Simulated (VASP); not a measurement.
# Sr (Im-3m) in VASP: a series of runs, part 3 of 3

VASP 6.6.1. Earlier steps stand in the parts before.

### Step 7. Single point, LDA (volume scaled by 1.12)

The input, INCAR:

```
SYSTEM = Sr
  PREC = Accurate
  ENCUT = 520
  EDIFF = 1E-6
  ISMEAR = -1
  SIGMA = 0.1
  LREAL = .FALSE.
  LASPH = .TRUE.
  NELM = 80
  ALGO = Normal
  ISIF = 2
  LWAVE = .FALSE.
  LCHARG = .TRUE.
  LELF = .TRUE.
  LVHAR = .TRUE.
  NBANDS = 11
```

The input, KPOINTS:

```
Automatic mesh
0
G
  11 11 11
  0 0 0
```

The input, POSCAR:

```
Sr
1.0
   -2.3747998075      2.3747998075      2.3747998075
    2.3747998075     -2.3747998075      2.3747998075
    2.3747998075      2.3747998075     -2.3747998075
Sr
1
Direct
    0.0000000000      0.0000000000      0.0000000000
```

Potentials or basis: VASP PAW LDA potentials, release 64 (Sr_sv).

Started as:

```sh
cat potpaw_LDA.64/Sr_sv/POTCAR > POTCAR
mpirun -np 1 vasp_std > vasp.out
```

OUTCAR:

```text
SYSTEM = Sr
   PREC = Accurate
   ENCUT = 520
   EDIFF = 1E-6
   ISMEAR = -1
   LREAL = .FALSE.
   LASPH = .TRUE.
   NELM = 80
   ISIF = 2

 ion  position               nearest neighbor table
   1  0.000  0.000  0.000-

  LATTYP: Found a body centered cubic cell.
 ALAT       =     4.7495996150

  Lattice vectors:

 A1 = (  -2.3747998075,   2.3747998075,   2.3747998075)
 A2 = (   2.3747998075,  -2.3747998075,   2.3747998075)
 A3 = (   2.3747998075,   2.3747998075,  -2.3747998075)

Analysis of symmetry for initial positions (statically):
=====================================================================
 Subroutine PRICEL returns:
 Original cell was already a primitive cell.

 Routine SETGRP: Setting up the symmetry group for a
 body centered cubic supercell.

 Subroutine GETGRP returns: Found 48 space group operations
 (whereof 48 operations were pure point group operations)
 out of a pool of 48 trial point group operations.

The static configuration has the point symmetry O_h .

Analysis of symmetry for dynamics (positions and initial velocities):
=====================================================================
 Subroutine PRICEL returns:
 Original cell was already a primitive cell.

 Routine SETGRP: Setting up the symmetry group for a
 body centered cubic supercell.

 Subroutine GETGRP returns: Found 48 space group operations
 (whereof 48 operations were pure point group operations)
 out of a pool of 48 trial point group operations.

The dynamic configuration has the point symmetry O_h .

 Subroutine INISYM returns: Found 48 space group operations
 (whereof 48 operations are pure point group operations),
 and found     1 'primitive' translations

----------------------------------------------------------------------------------------

                                     Primitive cell

  volume of cell :      53.5724

  direct lattice vectors                    reciprocal lattice vectors
    -2.374799808  2.374799808  2.374799808     0.000000000  0.210544063  0.210544063
     2.374799808 -2.374799808  2.374799808     0.210544063  0.000000000  0.210544063
     2.374799808  2.374799808 -2.374799808     0.210544063  0.210544063  0.000000000

  length of vectors
     4.113273924  4.113273924  4.113273924     0.297754269  0.297754269  0.297754269

  position of ions in fractional coordinates (direct lattice)
     0.000000000  0.000000000  0.000000000

  ion indices of the primitive-cell ions
   primitive index   ion index
                 1           1

----------------------------------------------------------------------------------------

 KPOINTS: Automatic mesh

Automatic generation of k-mesh.
 Grid dimensions read from file:
 generate k-points for:   11   11   11

 Generating k-lattice:

  Cartesian coordinates                     Fractional coordinates (reciprocal lattice)
     0.000000000  0.019140369  0.019140369     0.090909091  0.000000000  0.000000000
     0.019140369  0.000000000  0.019140369     0.000000000  0.090909091  0.000000000
     0.019140369  0.019140369  0.000000000     0.000000000  0.000000000  0.090909091

  Length of vectors
     0.027068570  0.027068570  0.027068570

  Shift w.r.t. Gamma in fractional coordinates (k-lattice)
     0.000000000  0.000000000  0.000000000

 Subroutine IBZKPT returns following result:
 ===========================================

 Found     56 irreducible k-points:

 Following reciprocal coordinates:
            Coordinates               Weight
  0.000000  0.000000  0.000000      1.000000
  0.090909  0.000000  0.000000     12.000000
  0.181818  0.000000  0.000000     12.000000
  0.272727  0.000000  0.000000     12.000000
  0.363636  0.000000  0.000000     12.000000
  0.454545  0.000000  0.000000     12.000000
[... 16 lines left out ...]
  0.272727  0.181818  0.090909     48.000000
  0.363636  0.181818  0.090909     24.000000
 [... further k-points ...]
   k-points           NKPTS =     56   k-points in BZ     NKDIM =     56   number of bands    NBANDS=     11
   number of dos      NEDOS =    301   number of ions     NIONS =      1
   total plane-waves  NPLWV =  32768
   dimension x,y,z NGX =    32 NGY =   32 NGZ =   32
   dimension x,y,z NGXF=    64 NGYF=   64 NGZF=   64
   ions per type =               1
   NGX,Y,Z   is equivalent  to a cutoff of  12.93, 12.93, 12.93 a.u.
   NGXF,Y,Z  is equivalent  to a cutoff of  25.87, 25.87, 25.87 a.u.
 SYSTEM =  Sr
   PREC   = accura    normal or accurate (medium, high low for compatibility)
   ISTART =      0    job   : 0-new  1-cont  2-samecut
   ICHARG =      2    charge: 1-file 2-atom 10-const
   ISPIN  =      1    spin polarized calculation?
   LNONCOLLINEAR =      F non collinear calculations
   LSORBIT =      F    spin-orbit coupling
   LASPH  =      T    aspherical Exc in radial PAW
   ENCUT  =  520.0 eV  38.22 Ry    6.18 a.u.   7.65  7.65  7.65*2*pi/ulx,y,z
   NELM   =     80;   NELMIN=  2; NELMDL= -5     # of ELM steps
   EDIFF  = 0.1E-05   stopping-criterion for ELM
   LREAL  =      F    real-space projection
   EDIFFG = 0.1E-04   stopping-criterion for IOM
   NSW    =      0    number of steps for IOM
   IBRION =     -1    ionic relax: 0-MD 1-quasi-New 2-CG
   NFREE  =      0    steps in history (QN), initial steepest desc. (CG)
   ISIF   =      2    stress and relaxation
   ISYM   =      2    0-nonsym 1-usesym 2-fastsym
   POTIM  = 0.5000    time-step for ionic-motion
   TEBEG  =    0.0;   TEEND  =   0.0 temperature during run
   PSTRESS=    0.0 pullay stress
   NELECT =      10.0000    total number of electrons
   NUPDOWN=      -1.0000    fix difference up-down
   EMIN   =  10.00;   EMAX   =-10.00  energy-range for DOS
   EFERMI =   0.00;   METHOD = LEGACY
   ISMEAR =    -1;   SIGMA  =   0.10  broadening in eV -4-tet -1-fermi 0-gaus
   EFERMI_NEDOS =   21; number of points for ismear=-14 and -15
   IALGO  =     38    algorithm
   IMIX   =      4    mixing-type and parameters
     AMIX     =   0.40;   BMIX     =  1.00
     AMIX_MAG =   1.60;   BMIX_MAG =  1.00
  volume/ion in A,a.u.               =      53.57       361.52
  Fermi-wavevector in a.u.,A,eV,Ry     =   0.935609  1.768045 11.910059  0.875365
  Thomas-Fermi vector in A             =   2.062534
   LORBIT       =      0    0 simple, 1 ext, 2 COOP (PROOUT), +10 PAW based schemes
   GGA     = CA    functional components
   LHFCALC =     F    Hartree Fock is set to
   AEXX    =    0.0000 exact exchange contribution
   IVDW    =     0    specifies the selected vdW correction
   LEPSILON=     F    determine dielectric tensor
   LRPA    =     F    only Hartree local field effects (RPA)
 non-spin polarized calculation
  energy-cutoff  :      520.00
  volume of cell :       53.57
 maximum number of plane-waves:      1460
   NGX = 15   NGY = 15   NGZ = 15

 number of electron      10.0000000 magnetization

 Free energy of the ion-electron system (eV)
  ---------------------------------------------------
  ext. energy  EPLUGINS =         0.00000000
  ---------------------------------------------------
  free energy    TOTEN  =        -1.89178437 eV

  energy without entropy =       -1.85072440  energy(sigma->0) =       -1.87125438

 E-fermi :   1.4857     XC(G=0):  -7.6386

 val. band max:        1.4786308085   @ k =  -0.4545  -0.4545   0.2727
 cond. band min:       1.5060988290   @ k =  -0.4545  -0.4545   0.2727
 fundamental gap:      0.0274680205
 Fermi energy:         1.4857061967

 k-point     1 :       0.0000    0.0000    0.0000
  band No.  band energies     occupation
      1     -34.8976      2.00000
      2     -16.8734      2.00000
      3     -16.8734      2.00000
      4     -16.8734      2.00000
      5      -2.1859      2.00000
      6       3.7969      0.00000
      7       3.7969      0.00000
      8       3.7969      0.00000
      9       5.1790      0.00000
     10       5.1790      0.00000
     11       9.7465      0.00000
[... 309 lines left out ...]
 k-point    24 :       0.3636    0.1818    0.0909
  band No.  band energies     occupation
      1     -34.8789      2.00000
      2     -17.0562      2.00000
      3     -16.9739      2.00000
      4     -16.9081      2.00000
      5       1.1218      1.94881
      6       1.7712      0.10889
      7       2.2173      0.00133
      8       5.1481      0.00000
      9       5.6884      0.00000
     10       5.9133      0.00000
     11       7.4453      0.00000

 [... further k-points ...]

------------------------ aborting loop because EDIFF is reached ----------------------------------------

  FORCE on cell =-STRESS in cart. coord.  units (eV):
  Direction    XX          YY          ZZ          XY          YZ          ZX
  --------------------------------------------------------------------------------------
  -------------------------------------------------------------------------------------
  Total       -0.4215409     -0.4215409     -0.4215409     -0.0000000      0.0000000      0.0000000
  in kB      -12.6069279    -12.6069279    -12.6069279     -0.0000000      0.0000000      0.0000000
  external PRESSURE =     -12.6069279 kB  Pullay stress =       0.0000000 kB

 VOLUME and BASIS-vectors are now :
 -----------------------------------------------------------------------------
  energy-cutoff  :      520.00
  volume of cell :       53.57
      direct lattice vectors                 reciprocal lattice vectors
    -2.374799808  2.374799808  2.374799808     0.000000000  0.210544063  0.210544063
     2.374799808 -2.374799808  2.374799808     0.210544063  0.000000000  0.210544063
     2.374799808  2.374799808 -2.374799808     0.210544063  0.210544063  0.000000000

 POSITION                                       TOTAL-FORCE (eV/Angst)
 -----------------------------------------------------------------------------------
      0.00000      0.00000      0.00000         0.000000     -0.000000      0.000000
 -----------------------------------------------------------------------------------
    total drift:                                0.000000      0.000000     -0.000000

  FREE ENERGIE OF THE ION-ELECTRON SYSTEM (eV)
  ---------------------------------------------------
  free  energy   TOTEN  =        -1.8917843697 eV

  energy  without entropy=       -1.8507243988  energy(sigma->0) =       -1.87125438
```

OSZICAR:

```text
N       E                     dE             d eps       ncg     rms          rms(c)
DAV:   1     0.373690816867E+02    0.37369E+02   -0.48363E+03  1232   0.791E+02
DAV:   2    -0.175070421641E+00   -0.37544E+02   -0.36883E+02  1426   0.154E+02
DAV:   3    -0.179681601217E+01   -0.16217E+01   -0.16056E+01  1785   0.249E+01
DAV:   4    -0.189263826268E+01   -0.95822E-01   -0.95562E-01  1623   0.511E+00
DAV:   5    -0.189414587058E+01   -0.15076E-02   -0.15075E-02  1772   0.576E-01    0.111E+01
DAV:   6    -0.189261732002E+01    0.15286E-02   -0.63466E-03  1499   0.947E-01    0.626E+00
DAV:   7    -0.189177345674E+01    0.84386E-03   -0.10557E-02  1446   0.118E+00    0.279E-01
DAV:   8    -0.189175923010E+01    0.14227E-04   -0.13951E-03  1959   0.205E-01    0.612E-02
DAV:   9    -0.189177560998E+01   -0.16380E-04   -0.12390E-05  1468   0.299E-02    0.299E-02
DAV:  10    -0.189178402517E+01   -0.84152E-05   -0.46362E-06  1671   0.206E-02    0.965E-03
DAV:  11    -0.189178436966E+01   -0.34449E-06   -0.41754E-07   889   0.618E-03
   1 F= -.18917844E+01 E0= -.18712544E+01  d E =-.410600E-01
```

stdout:

```text
POSCAR found type information on POSCAR Sr
 POSCAR found :  1 types and       1 ions
 scaLAPACK will be used
 LDA part: xc-table for (Slater(with rela. corr.)+CA(PZ))
 , standard interpolation
 POSCAR, INCAR and KPOINTS ok, starting setup
 FFT: planning ... GRIDC
 FFT: planning ... GRID_SOFT
 FFT: planning ... GRID
 WAVECAR not read
 entering main loop
```

Wall time 78 s (1 thread of AMD EPYC 7R13, shared host); peak memory 0.14 GiB.

What came out:

* Free energy: -1.8918 eV
* Pressure: -1.3 GPa
* Band gap on the k mesh: zero (band 5 reaches 1.82 eV, above the bottom of band 6 at 1.37 eV)

Levels at points of the mesh, in eV from the Fermi level:
```
           k point  band 3  band 4  band 5  band 6  band 7  band 8
(0.00, 0.00, 0.00)  -18.36  -18.36   -3.67    2.31    2.31    2.31
```

### Step 8. Overview

```csv
cell,gap on the mesh (eV),pressure (GPa)
"a = 3.796 Å, angles 109.5°, 1 atom",none,2.2
"a = 3.852 Å, angles 109.5°, 1 atom",none,1.3
"a = 3.907 Å, angles 109.5°, 1 atom",none,0.6
"a = 3.961 Å, angles 109.5°, 1 atom",none,0.0
"a = 4.013 Å, angles 109.5°, 1 atom",none,-0.5
"a = 4.113 Å, angles 109.5°, 1 atom",none,-1.3
```

Alike in all rows: task single point; level LDA; potentials or basis VASP PAW LDA potentials, release 64 (Sr_sv); no spin polarisation; k mesh 11 × 11 × 11; cutoff (eV) 520; smearing fermi-dirac 0.1 eV.

Absolute energies hang on the potentials; compare differences alone.
